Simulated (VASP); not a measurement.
A run of VASP 6.6.1 is set up as follows.

INCAR

```
SYSTEM = Y
PREC = Accurate
ENCUT = 520
EDIFF = 1E-6
ISMEAR = -1
SIGMA = 0.1
LREAL = .FALSE.
LASPH = .TRUE.
NELM = 80
ALGO = Normal
ISIF = 2
LWAVE = .FALSE.
LCHARG = .FALSE.
GGA = RP
NBANDS = 12
```

The input KPOINTS:

```
regular mesh
0
G
  12 12 12
  0 0 0
```

File POSCAR:

```
Y
1.0
   -1.9936841678      1.9936841678      1.9936841678
    1.9936841678     -1.9936841678      1.9936841678
    1.9936841678      1.9936841678     -1.9936841678
Y
1
Direct
    0.0000000000      0.0000000000      0.0000000000
```

Potentials or basis: VASP PAW PBE potentials, release 64 (Y_sv).

Launch:

```sh
$ cat potpaw_PBE.64/Y_sv/POTCAR > POTCAR
$ mpirun -np 1 vasp_std > vasp.out
```

Problem. What does it give for the pressure?

Solution. 3.3 GPa.

Caveat: the PAW data sets were made with another functional, which shifts forces and pressure a little.
